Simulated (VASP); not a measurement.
# Ti (P6_3/mmc) in VASP: further runs

The runs below take Ti through electric field gradients, with LDA.

All numbers are computed with VASP 6.6.1; they aren't measurements. Logs are shortened: lines on timing, memory, paths and dates and some standing lists are left out, and cuts for length are marked.

### 1 The cell of the first run

It takes space group P6_3/mmc (No. 194, hexagonal). Conventional cell: a = 2.911 Å, b = 2.911 Å, c = 4.602 Å, α = 90.00°, β = 90.00°, γ = 120.00°. Ti (site symmetry -6m2) has 12 Ti at 2.85 to 2.91 Å within 3.8 Å.

### 2 Electric field gradients, LDA (volume scaled by 0.975)

Input file INCAR:

```
PREC     = Accurate       # precision mode
ENCUT    = 520            # plane-wave cutoff, eV
EDIFF    = 1E-8           # SCF threshold, eV
ISMEAR   = -1             # smearing method
SIGMA    = 0.05           # smearing width, eV
LREAL    = False          # projectors in reciprocal space
LASPH    = True           # aspherical terms in the spheres
NELM     = 60             # most SCF steps
ALGO     = Normal         # electronic algorithm
ISIF     = 2              # what is computed and relaxed
LWAVE    = False          # write WAVECAR
LCHARG   = False          # write CHGCAR
GGA      = CA             # functional
LEFG     = True         
NBANDS   = 19             # bands
```

Input file KPOINTS:

```
regular mesh
0
Gamma
  13 13 7
```

Input file POSCAR:

```
Ti
1.0
    2.9110607405      0.0000000000      0.0000000000
   -1.4555303702      2.5210525532      0.0000000000
    0.0000000000      0.0000000000      4.6018555149
Ti
2
Direct
    0.3333333333      0.6666666667      0.2500000000
    0.6666666667      0.3333333333      0.7500000000
```

Potentials or basis: VASP PAW LDA potentials, release 64 (Ti_sv).

Command:

```bash
cat potpaw_LDA.64/Ti_sv/POTCAR > POTCAR
mpirun -np 1 vasp_std > vasp.out
```

OUTCAR:

```text
PREC = Accurate
   ENCUT = 520
   EDIFF = 1E-8
   ISMEAR = -1
   LREAL = False
   LASPH = True
   NELM = 60
   ISIF = 2
   GGA = CA

 ion  position               nearest neighbor table
   1  0.333  0.667  0.250-   2 2.85   2 2.85   2 2.85   2 2.85   2 2.85   2 2.85
   2  0.667  0.333  0.750-   1 2.85   1 2.85   1 2.85   1 2.85   1 2.85   1 2.85

  LATTYP: Found a hexagonal cell.
 ALAT       =     2.9110607405
 C/A-ratio  =     1.5808174151

  Lattice vectors:

 A1 = (   2.9110607405,   0.0000000000,   0.0000000000)
 A2 = (  -1.4555303702,   2.5210525532,   0.0000000000)
 A3 = (   0.0000000000,   0.0000000000,   4.6018555149)

Analysis of symmetry for initial positions (statically):
=====================================================================
 Subroutine PRICEL returns:
 Original cell was already a primitive cell.

 Routine SETGRP: Setting up the symmetry group for a
 hexagonal supercell.

 Subroutine GETGRP returns: Found 24 space group operations
 (whereof 12 operations were pure point group operations)
 out of a pool of 24 trial point group operations.

The static configuration has the point symmetry D_3d.
 The point group associated with its full space group is D_6h.

Analysis of symmetry for dynamics (positions and initial velocities):
=====================================================================
 Subroutine PRICEL returns:
 Original cell was already a primitive cell.

 Routine SETGRP: Setting up the symmetry group for a
 hexagonal supercell.

 Subroutine GETGRP returns: Found 24 space group operations
 (whereof 12 operations were pure point group operations)
 out of a pool of 24 trial point group operations.

The dynamic configuration has the point symmetry D_3d.
 The point group associated with its full space group is D_6h.

 Subroutine INISYM returns: Found 24 space group operations
 (whereof 12 operations are pure point group operations),
 and found     1 'primitive' translations

----------------------------------------------------------------------------------------

                                     Primitive cell

  volume of cell :      33.7727

  direct lattice vectors                    reciprocal lattice vectors
     2.911060740  0.000000000  0.000000000     0.343517394  0.198329860  0.000000000
    -1.455530370  2.521052553  0.000000000     0.000000000  0.396659720  0.000000000
     0.000000000  0.000000000  4.601855515     0.000000000  0.000000000  0.217303650

  length of vectors
     2.911060740  2.911060740  4.601855515     0.396659720  0.396659720  0.217303650

  position of ions in fractional coordinates (direct lattice)
     0.333333333  0.666666667  0.250000000
     0.666666667  0.333333333  0.750000000

  ion indices of the primitive-cell ions
   primitive index   ion index
                 1           1
                 2           2

----------------------------------------------------------------------------------------

 KPOINTS: regular mesh

Automatic generation of k-mesh.
 Grid dimensions read from file:
 generate k-points for:   13   13    7

 Generating k-lattice:

  Cartesian coordinates                     Fractional coordinates (reciprocal lattice)
     0.026424415  0.015256143  0.000000000     0.076923077 -0.000000000  0.000000000
     0.000000000  0.030512286  0.000000000     0.000000000  0.076923077  0.000000000
     0.000000000  0.000000000  0.031043379     0.000000000  0.000000000  0.142857143

  Length of vectors
     0.030512286  0.030512286  0.031043379

  Shift w.r.t. Gamma in fractional coordinates (k-lattice)
     0.000000000  0.000000000  0.000000000

 Subroutine IBZKPT returns following result:
 ===========================================

 Found     84 irreducible k-points:

 Following reciprocal coordinates:
            Coordinates               Weight
  0.000000  0.000000  0.000000      1.000000
  0.076923 -0.000000  0.000000      6.000000
  0.153846  0.000000  0.000000      6.000000
  0.230769  0.000000  0.000000      6.000000
  0.307692  0.000000  0.000000      6.000000
  0.384615  0.000000  0.000000      6.000000
[... 16 lines left out ...]
  0.076923 -0.000000  0.142857     12.000000
  0.153846  0.000000  0.142857     12.000000
 [... further k-points ...]
   k-points           NKPTS =     84   k-points in BZ     NKDIM =     84   number of bands    NBANDS=     19
   number of dos      NEDOS =    301   number of ions     NIONS =      2
   total plane-waves  NPLWV =  20736
   dimension x,y,z NGX =    24 NGY =   24 NGZ =   36
   dimension x,y,z NGXF=    48 NGYF=   48 NGZF=   72
   ions per type =               2
   NGX,Y,Z   is equivalent  to a cutoff of  13.71, 13.71, 13.01 a.u.
   NGXF,Y,Z  is equivalent  to a cutoff of  27.41, 27.41, 26.01 a.u.
 SYSTEM =  unknown system
   PREC   = accura    normal or accurate (medium, high low for compatibility)
   ISTART =      0    job   : 0-new  1-cont  2-samecut
   ICHARG =      2    charge: 1-file 2-atom 10-const
   ISPIN  =      1    spin polarized calculation?
   LNONCOLLINEAR =      F non collinear calculations
   LSORBIT =      F    spin-orbit coupling
   LASPH  =      T    aspherical Exc in radial PAW
   ENCUT  =  520.0 eV  38.22 Ry    6.18 a.u.   5.41  5.41  8.56*2*pi/ulx,y,z
   NELM   =     60;   NELMIN=  2; NELMDL= -5     # of ELM steps
   EDIFF  = 0.1E-07   stopping-criterion for ELM
   LREAL  =      F    real-space projection
   EDIFFG = 0.1E-06   stopping-criterion for IOM
   NSW    =      0    number of steps for IOM
   IBRION =     -1    ionic relax: 0-MD 1-quasi-New 2-CG
   NFREE  =      0    steps in history (QN), initial steepest desc. (CG)
   ISIF   =      2    stress and relaxation
   ISYM   =      2    0-nonsym 1-usesym 2-fastsym
   POTIM  = 0.5000    time-step for ionic-motion
   TEBEG  =    0.0;   TEEND  =   0.0 temperature during run
   PSTRESS=    0.0 pullay stress
   NELECT =      24.0000    total number of electrons
   NUPDOWN=      -1.0000    fix difference up-down
   EMIN   =  10.00;   EMAX   =-10.00  energy-range for DOS
   EFERMI =   0.00;   METHOD = LEGACY
   ISMEAR =    -1;   SIGMA  =   0.05  broadening in eV -4-tet -1-fermi 0-gaus
   EFERMI_NEDOS =   21; number of points for ismear=-14 and -15
   IALGO  =     38    algorithm
   IMIX   =      4    mixing-type and parameters
     AMIX     =   0.40;   BMIX     =  1.00
     AMIX_MAG =   1.60;   BMIX_MAG =  1.00
  volume/ion in A,a.u.               =      16.89       113.95
  Fermi-wavevector in a.u.,A,eV,Ry     =   1.460909  2.760718 29.038308  2.134255
  Thomas-Fermi vector in A             =   2.577303
   LORBIT       =      0    0 simple, 1 ext, 2 COOP (PROOUT), +10 PAW based schemes
   GGA     = CA    functional components
   LHFCALC =     F    Hartree Fock is set to
   AEXX    =    0.0000 exact exchange contribution
   IVDW    =     0    specifies the selected vdW correction
   LEPSILON=     F    determine dielectric tensor
   LRPA    =     F    only Hartree local field effects (RPA)
 non-spin polarized calculation
  energy-cutoff  :      520.00
  volume of cell :       33.77
 maximum number of plane-waves:       935
 NGX is ok and might be reduce to    24
   NGX = 11   NGY = 11   NGZ = 17

 number of electron      23.9999998 magnetization

 Free energy of the ion-electron system (eV)
  ---------------------------------------------------
  ext. energy  EPLUGINS =         0.00000000
  ---------------------------------------------------
  free energy    TOTEN  =       -17.07867783 eV

  energy without entropy =      -17.05968650  energy(sigma->0) =      -17.06918217

 E-fermi :   8.3973     XC(G=0): -11.9197

 val. band max:        8.3709876745   @ k =   0.0769   0.0769   0.4286
 cond. band min:       8.4075805534   @ k =   0.3846   0.2308   0.4286
 fundamental gap:      0.0365928788
 Fermi energy:         8.3972777827

 k-point     1 :       0.0000    0.0000    0.0000
  band No.  band energies     occupation
      1     -47.7282      2.00000
      2     -47.5649      2.00000
      3     -24.7439      2.00000
      4     -24.0225      2.00000
      5     -24.0225      2.00000
      6     -23.9395      2.00000
[... 11 lines left out ...]
     18      10.0095      0.00000
     19      11.6221      0.00000

 k-point     2 :       0.0769   -0.0000    0.0000
  band No.  band energies     occupation
      1     -47.7213      2.00000
      2     -47.5622      2.00000
      3     -24.7292      2.00000
      4     -24.0526      2.00000
      5     -24.0326      2.00000
      6     -23.9458      2.00000
[... 11 lines left out ...]
     18       9.9136      0.00000
     19      11.6742      0.00000

 k-point     3 :       0.1538    0.0000    0.0000
  band No.  band energies     occupation
      1     -47.7020      2.00000
      2     -47.5551      2.00000
      3     -24.6869      2.00000
      4     -24.1363      2.00000
      5     -24.0598      2.00000
      6     -24.0246      2.00000
[... 11 lines left out ...]
     18      10.0897      0.00000
     19      11.7886      0.00000

 k-point     4 :       0.2308    0.0000    0.0000
  band No.  band energies     occupation
      1     -47.6735      2.00000
      2     -47.5460      2.00000
      3     -24.6221      2.00000
      4     -24.2554      2.00000
      5     -24.1408      2.00000
      6     -24.0965      2.00000
[... 407 lines left out ...]
     18      10.2079      0.00000
     19      11.6327      0.00000

 k-point    23 :       0.0769   -0.0000    0.1429
  band No.  band energies     occupation
      1     -47.7136      2.00000
      2     -47.5702      2.00000
      3     -24.6928      2.00000
      4     -24.0462      2.00000
      5     -24.0267      2.00000
      6     -23.9984      2.00000
[... 11 lines left out ...]
     18      10.1702      0.00000
     19      11.6750      0.00000

 k-point    24 :       0.1538    0.0000    0.1429
  band No.  band energies     occupation
      1     -47.6948      2.00000
      2     -47.5625      2.00000
      3     -24.6566      2.00000
      4     -24.1276      2.00000
      5     -24.0657      2.00000
      6     -24.0531      2.00000
[... 11 lines left out ...]
     18      10.2100      0.00000
     19      11.7667      0.00000

 [... further k-points ...]

------------------------ aborting loop because EDIFF is reached ----------------------------------------

  FORCE on cell =-STRESS in cart. coord.  units (eV):
  Direction    XX          YY          ZZ          XY          YZ          ZX
  --------------------------------------------------------------------------------------
  -------------------------------------------------------------------------------------
  Total       -1.2017573     -1.2017573     -1.1485357     -0.0000000      0.0000000      0.0000000
  in kB      -57.0113333    -57.0113333    -54.4865026     -0.0000000      0.0000000      0.0000000
  external PRESSURE =     -56.1697231 kB  Pullay stress =       0.0000000 kB

 VOLUME and BASIS-vectors are now :
 -----------------------------------------------------------------------------
  energy-cutoff  :      520.00
  volume of cell :       33.77
      direct lattice vectors                 reciprocal lattice vectors
     2.911060740  0.000000000  0.000000000     0.343517394  0.198329860  0.000000000
    -1.455530370  2.521052553  0.000000000     0.000000000  0.396659720  0.000000000
     0.000000000  0.000000000  4.601855515     0.000000000  0.000000000  0.217303650

 POSITION                                       TOTAL-FORCE (eV/Angst)
 -----------------------------------------------------------------------------------
     -0.00000      1.68070      1.15046        -0.000000      0.000000      0.000000
      1.45553      0.84035      3.45139         0.000000     -0.000000      0.000000
 -----------------------------------------------------------------------------------
    total drift:                               -0.000000      0.000000     -0.000000

  FREE ENERGIE OF THE ION-ELECTRON SYSTEM (eV)
  ---------------------------------------------------
  free  energy   TOTEN  =       -17.0786778313 eV

  energy  without entropy=      -17.0596865029  energy(sigma->0) =      -17.06918217

 Electric field gradients (V/A^2)
---------------------------------------------------------------------
 ion       V_xx      V_yy      V_zz      V_xy      V_xz      V_yz
---------------------------------------------------------------------
   1      -9.778    -9.777    19.555     0.001     0.000    -0.000
   2      -9.778    -9.777    19.555     0.001    -0.000     0.000
---------------------------------------------------------------------

 Electric field gradients after diagonalization (V/A^2)
 (convention: |V_zz| > |V_xx| > |V_yy|)
----------------------------------------------------------------------
 ion       V_xx      V_yy      V_zz     asymmetry (V_yy - V_xx)/ V_zz
----------------------------------------------------------------------
   1      -9.778    -9.777    19.555       0.000
   2      -9.778    -9.777    19.555       0.000
----------------------------------------------------------------------

           NMR quadrupolar parameters

 Cq : quadrupolar parameter    Cq=e*Q*V_zz/h
 eta: asymmetry parameters     (V_yy - V_xx)/ V_zz
 Q  : nuclear electric quadrupole moment in mb (millibarn)
----------------------------------------------------------------------
 ion       Cq(MHz)       eta       Q (mb)
----------------------------------------------------------------------
   1       0.047       0.000       1.000
   2       0.047       0.000       1.000
----------------------------------------------------------------------
```

It took 22 s on 1 thread of Intel Xeon Platinum 8559C (Emerald Rapids), shared host; peak memory 0.16 GiB.

What came out:

```yaml
Free_energy: -17.0787 eV
Pressure: -5.6 GPa
Band_gap_on_the_k_mesh: zero (band 12 reaches 9.15 eV, above the bottom of band 13 at 8.07 eV)
```

Electric field gradients, principal values (V/Å²):
| atom | least | middle | greatest (by size) |
| --- | --- | --- | --- |
| 1 Ti | -9.777 | -9.778 | 19.555 |
| 2 Ti | -9.777 | -9.778 | 19.555 |

Caveat: without QUAD_EFG the Cq values of the log hold for a quadrupole moment of 1 mb, not for the nuclei.

(Continued in part 2 of 3.)
